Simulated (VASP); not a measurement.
# SiNi (rocksalt type) (Fm-3m) in VASP: relaxation of cell and atoms with PBEsol

Aim: the relaxation of cell and atoms of SiNi (rocksalt type) with PBEsol.

All numbers are computed with VASP 6.6.1; they aren't measurements. Logs are shortened: lines on timing, memory, paths and dates and some standing lists are left out, and cuts for length are marked.

**1. The cell of the first run**

It takes space group Fm-3m (No. 225, cubic). Conventional cell: a = 4.605 Å, b = 4.605 Å, c = 4.605 Å, α = 90.00°, β = 90.00°, γ = 90.00°. Within 3.0 Å of Ni (site symmetry m-3m) lie 6 Si at 2.30 Å. Si (site symmetry m-3m) has 6 Ni at 2.30 Å within 3.0 Å.

**2. Relaxation of cell and atoms, PBEsol**

The input, INCAR:

```
SYSTEM = SiNi
PREC = Accurate
ENCUT = 600
EDIFF = 1E-7
ISMEAR = -1
SIGMA = 0.08
LREAL = .FALSE.
LASPH = .TRUE.
NELM = 80
ALGO = Normal
ISIF = 3
LWAVE = .FALSE.
LCHARG = .FALSE.
GGA = PS
IBRION = 2
NSW = 60
EDIFFG = -0.005
```

The input, KPOINTS:

```
Automatic mesh
0
G
  14 14 14
  0 0 0
```

The input, POSCAR:

```
SiNi
1.0
    0.0000000000      2.3024851496      2.3024851496
    2.3024851496      0.0000000000      2.3024851496
    2.3024851496      2.3024851496      0.0000000000
Ni Si
1 1
Direct
    0.0000000000      0.0000000000      0.0000000000
    0.5000000000      0.5000000000      0.5000000000
```

Potentials or basis: VASP PAW PBE potentials, release 64 (Ni, Si).

Launch:

```bash
$ cat potpaw_PBE.64/Ni/POTCAR potpaw_PBE.64/Si/POTCAR > POTCAR
$ mpirun -np 1 vasp_std > vasp.out
```

OUTCAR:

```text
SYSTEM = SiNi
   PREC = Accurate
   ENCUT = 600
   EDIFF = 1E-7
   ISMEAR = -1
   LREAL = .FALSE.
   LASPH = .TRUE.
   NELM = 80
   ISIF = 3
   GGA = PS
   IBRION = 2
   NSW = 60
   EDIFFG = -0.005

 ion  position               nearest neighbor table
   1  0.000  0.000  0.000-   2 2.30   2 2.30   2 2.30   2 2.30   2 2.30   2 2.30
   2  0.500  0.500  0.500-   1 2.30   1 2.30   1 2.30   1 2.30   1 2.30   1 2.30

  LATTYP: Found a face centered cubic cell.
 ALAT       =     4.6049702992

  Lattice vectors:

 A1 = (   0.0000000000,   2.3024851496,   2.3024851496)
 A2 = (   2.3024851496,   0.0000000000,   2.3024851496)
 A3 = (   2.3024851496,   2.3024851496,   0.0000000000)

Analysis of symmetry for initial positions (statically):
=====================================================================
 Subroutine PRICEL returns:
 Original cell was already a primitive cell.

 Routine SETGRP: Setting up the symmetry group for a
 face centered cubic supercell.

 Subroutine GETGRP returns: Found 48 space group operations
 (whereof 48 operations were pure point group operations)
 out of a pool of 48 trial point group operations.

The static configuration has the point symmetry O_h .

Analysis of symmetry for dynamics (positions and initial velocities):
=====================================================================
 Subroutine PRICEL returns:
 Original cell was already a primitive cell.

 Routine SETGRP: Setting up the symmetry group for a
 face centered cubic supercell.

 Subroutine GETGRP returns: Found 48 space group operations
 (whereof 48 operations were pure point group operations)
 out of a pool of 48 trial point group operations.

The dynamic configuration has the point symmetry O_h .

 Subroutine INISYM returns: Found 48 space group operations
 (whereof 48 operations are pure point group operations),
 and found     1 'primitive' translations

----------------------------------------------------------------------------------------

                                     Primitive cell

  volume of cell :      24.4130

  direct lattice vectors                    reciprocal lattice vectors
     0.000000000  2.302485150  2.302485150    -0.217156667  0.217156667  0.217156667
     2.302485150  0.000000000  2.302485150     0.217156667 -0.217156667  0.217156667
     2.302485150  2.302485150  0.000000000     0.217156667  0.217156667 -0.217156667

  length of vectors
     3.256205726  3.256205726  3.256205726     0.376126380  0.376126380  0.376126380

  position of ions in fractional coordinates (direct lattice)
     0.000000000  0.000000000  0.000000000
     0.500000000  0.500000000  0.500000000

  ion indices of the primitive-cell ions
   primitive index   ion index
                 1           1
                 2           2

----------------------------------------------------------------------------------------

 KPOINTS: Automatic mesh

Automatic generation of k-mesh.
 Grid dimensions read from file:
 generate k-points for:   14   14   14

 Generating k-lattice:

  Cartesian coordinates                     Fractional coordinates (reciprocal lattice)
    -0.015511190  0.015511190  0.015511190     0.071428571  0.000000000  0.000000000
     0.015511190 -0.015511190  0.015511190     0.000000000  0.071428571  0.000000000
     0.015511190  0.015511190 -0.015511190     0.000000000  0.000000000  0.071428571

  Length of vectors
     0.026866170  0.026866170  0.026866170

  Shift w.r.t. Gamma in fractional coordinates (k-lattice)
     0.000000000  0.000000000  0.000000000

 Subroutine IBZKPT returns following result:
 ===========================================

 Found    104 irreducible k-points:

 Following reciprocal coordinates:
            Coordinates               Weight
  0.000000  0.000000  0.000000      1.000000
  0.071429  0.000000  0.000000      8.000000
  0.142857  0.000000  0.000000      8.000000
  0.214286  0.000000  0.000000      8.000000
  0.285714  0.000000  0.000000      8.000000
  0.357143  0.000000  0.000000      8.000000
[... 16 lines left out ...]
  0.214286  0.142857  0.000000     24.000000
  0.285714  0.142857  0.000000     24.000000
 [... further k-points ...]
   k-points           NKPTS =    104   k-points in BZ     NKDIM =    104   number of bands    NBANDS=     11
   number of dos      NEDOS =    301   number of ions     NIONS =      2
   total plane-waves  NPLWV =  21952
   dimension x,y,z NGX =    28 NGY =   28 NGZ =   28
   dimension x,y,z NGXF=    56 NGYF=   56 NGZF=   56
   ions per type =               1   1
   NGX,Y,Z   is equivalent  to a cutoff of  14.30, 14.30, 14.30 a.u.
   NGXF,Y,Z  is equivalent  to a cutoff of  28.59, 28.59, 28.59 a.u.
 SYSTEM =  SiNi
   PREC   = accura    normal or accurate (medium, high low for compatibility)
   ISTART =      0    job   : 0-new  1-cont  2-samecut
   ICHARG =      2    charge: 1-file 2-atom 10-const
   ISPIN  =      1    spin polarized calculation?
   LNONCOLLINEAR =      F non collinear calculations
   LSORBIT =      F    spin-orbit coupling
   LASPH  =      T    aspherical Exc in radial PAW
   ENCUT  =  600.0 eV  44.10 Ry    6.64 a.u.   6.50  6.50  6.50*2*pi/ulx,y,z
   NELM   =     80;   NELMIN=  2; NELMDL= -5     # of ELM steps
   EDIFF  = 0.1E-06   stopping-criterion for ELM
   LREAL  =      F    real-space projection
   EDIFFG = -.5E-02   stopping-criterion for IOM
   NSW    =     60    number of steps for IOM
   IBRION =      2    ionic relax: 0-MD 1-quasi-New 2-CG
   NFREE  =      1    steps in history (QN), initial steepest desc. (CG)
   ISIF   =      3    stress and relaxation
   ISYM   =      2    0-nonsym 1-usesym 2-fastsym
   POTIM  = 0.5000    time-step for ionic-motion
   TEBEG  =    0.0;   TEEND  =   0.0 temperature during run
   PSTRESS=    0.0 pullay stress
   NELECT =      14.0000    total number of electrons
   NUPDOWN=      -1.0000    fix difference up-down
   EMIN   =  10.00;   EMAX   =-10.00  energy-range for DOS
   EFERMI =   0.00;   METHOD = LEGACY
   ISMEAR =    -1;   SIGMA  =   0.08  broadening in eV -4-tet -1-fermi 0-gaus
   EFERMI_NEDOS =   21; number of points for ismear=-14 and -15
   IALGO  =     38    algorithm
   IMIX   =      4    mixing-type and parameters
     AMIX     =   0.40;   BMIX     =  1.00
     AMIX_MAG =   1.60;   BMIX_MAG =  1.00
  volume/ion in A,a.u.               =      12.21        82.37
  Fermi-wavevector in a.u.,A,eV,Ry     =   1.360120  2.570255 25.169790  1.849927
  Thomas-Fermi vector in A             =   2.486810
   LORBIT       =      0    0 simple, 1 ext, 2 COOP (PROOUT), +10 PAW based schemes
   GGA     = PS    functional components
   LHFCALC =     F    Hartree Fock is set to
   AEXX    =    0.0000 exact exchange contribution
   IVDW    =     0    specifies the selected vdW correction
   LEPSILON=     F    determine dielectric tensor
   LRPA    =     F    only Hartree local field effects (RPA)
 conjugate gradient relaxation of ions
 non-spin polarized calculation
  energy-cutoff  :      600.00
  volume of cell :       24.41
 maximum number of plane-waves:       869
 NGX is ok and might be reduce to    28
   NGX = 13   NGY = 13   NGZ = 13

--------------------------------------- Ionic step        1  -------------------------------------------

 number of electron      13.9999995 magnetization

 Free energy of the ion-electron system (eV)
  ---------------------------------------------------
  ext. energy  EPLUGINS =         0.00000000
  ---------------------------------------------------
  free energy    TOTEN  =       -11.93547030 eV

  energy without entropy =      -11.91043609  energy(sigma->0) =      -11.92295320

 E-fermi :  10.1174     XC(G=0): -12.2805

 val. band max:       10.1133186810   @ k =   0.5000   0.3571   0.0000
 cond. band min:      10.1569988467   @ k =  -0.3571   0.4286   0.1429
 fundamental gap:      0.0436801657
 Fermi energy:        10.1173873097

 k-point     1 :       0.0000    0.0000    0.0000
  band No.  band energies     occupation
      1      -2.6060      2.00000
      2       7.2733      2.00000
      3       7.2733      2.00000
      4       7.2733      2.00000
      5       7.2935      2.00000
      6       7.2935      2.00000
      7      14.5081      0.00000
      8      14.5081      0.00000
      9      14.5081      0.00000
     10      20.4954      0.00000
     11      20.4954      0.00000
[... 423 lines left out ...]
  FREE ENERGIE OF THE ION-ELECTRON SYSTEM (eV)
  ---------------------------------------------------
  free  energy   TOTEN  =       -11.9707280770 eV

  energy  without entropy=      -11.9451561996  energy(sigma->0) =      -11.95794214

[... ionic steps 4 to 7 ...]

--------------------------------------- Ionic step        8  -------------------------------------------

 number of electron      14.0000008 magnetization

------------------------ aborting loop because EDIFF is reached ----------------------------------------

  FORCE on cell =-STRESS in cart. coord.  units (eV):
  Direction    XX          YY          ZZ          XY          YZ          ZX
  --------------------------------------------------------------------------------------
  -------------------------------------------------------------------------------------
  Total        0.0150461      0.0150461      0.0150461      0.0000000      0.0000000     -0.0000000
  in kB        0.9380399      0.9380399      0.9380399      0.0000000      0.0000000     -0.0000000
  external PRESSURE =       0.9380399 kB  Pullay stress =       0.0000000 kB
[... 57 lines left out ...]
  energy  without entropy=      -11.9451629232  energy(sigma->0) =      -11.95794352

--------------------------------------- Ionic step       10  -------------------------------------------

 number of electron      14.0000008 magnetization

 Free energy of the ion-electron system (eV)
  ---------------------------------------------------
  ext. energy  EPLUGINS =         0.00000000
  ---------------------------------------------------
  free energy    TOTEN  =       -11.97072418 eV

  energy without entropy =      -11.94516260  energy(sigma->0) =      -11.95794339

 E-fermi :   9.3804     XC(G=0): -12.0303

 val. band max:        9.3718163374   @ k =   0.5000   0.3571   0.0000
 cond. band min:       9.4080560204   @ k =  -0.3571   0.4286   0.1429
 fundamental gap:      0.0362396829
 Fermi energy:         9.3804483881

 k-point     1 :       0.0000    0.0000    0.0000
  band No.  band energies     occupation
      1      -2.9035      2.00000
      2       6.7696      2.00000
      3       6.7696      2.00000
      4       6.7696      2.00000
      5       6.7740      2.00000
      6       6.7740      2.00000
      7      13.5559      0.00000
      8      13.5559      0.00000
      9      13.5559      0.00000
     10      19.5820      0.00000
     11      19.5820      0.00000
[... 351 lines left out ...]
  FREE ENERGIE OF THE ION-ELECTRON SYSTEM (eV)
  ---------------------------------------------------
  free  energy   TOTEN  =       -11.9707241840 eV

  energy  without entropy=      -11.9451626044  energy(sigma->0) =      -11.95794339

 reached required accuracy - stopping structural energy minimisation
```

Wall time 1.9 min (1 thread of Intel Xeon Platinum 8375C at 2.90GHz (Ice Lake), shared host); peak memory 0.19 GiB.

Results:

* Free energy: -11.9707 eV
* Relaxed volume: 12.85 Å³/atom
* Relaxed cell: a = 3.312 Å, b = 3.312 Å, c = 3.312 Å, α = 60.00°, β = 60.00°, γ = 60.00°
* Space group after relaxing (to 0.05 Å): Fm-3m (No. 225)
* Energy gained by relaxing: 17.6 meV/atom
* Ionic steps: 10
* Pressure after relaxing: 0.1 GPa
* Band gap on the k mesh: zero (band 7 reaches 13.56 eV, above the bottom of band 8 at 8.47 eV)

The path:
| step | energy change (eV) | largest force (eV/Å) | pressure (GPa) | volume (Å³) |
| --- | --- | --- | --- | --- |
| 1 | 0.0000 | 0.0000 | 9.08 | 24.41 |
| 2 | -0.0092 | 0.0000 | -6.52 | 26.94 |
| 3 | -0.0353 | 0.0000 | -0.08 | 25.72 |
| 4 | -0.0353 | 0.0000 | 0.11 | 25.70 |
| 5 | -0.0353 | 0.0000 | 0.12 | 25.70 |
| 6 | -0.0353 | 0.0000 | 0.11 | 25.70 |
| 7 | -0.0353 | 0.0000 | 0.09 | 25.70 |
| 8 | -0.0353 | 0.0000 | 0.09 | 25.70 |
| 9 | -0.0353 | 0.0000 | 0.08 | 25.70 |
| 10 | -0.0353 | 0.0000 | 0.05 | 25.70 |

Final structure:
```cif
data_structure
_symmetry_space_group_name_H-M 'P 1'
_symmetry_Int_Tables_number 1
_cell_length_a 3.3124
_cell_length_b 3.3124
_cell_length_c 3.3124
_cell_angle_alpha 60.000
_cell_angle_beta 60.000
_cell_angle_gamma 60.000
_cell_volume 25.70
loop_
_atom_site_label
_atom_site_type_symbol
_atom_site_fract_x
_atom_site_fract_y
_atom_site_fract_z
_atom_site_occupancy
Ni1 Ni 0.00000 0.00000 0.00000 1
Si1 Si 0.50000 0.50000 0.50000 1
```

Caveat: the PAW data sets were made with another functional, which shifts forces and pressure a little. Spin polarisation is off, so any magnetic state and its effect on volume and gap are missing.
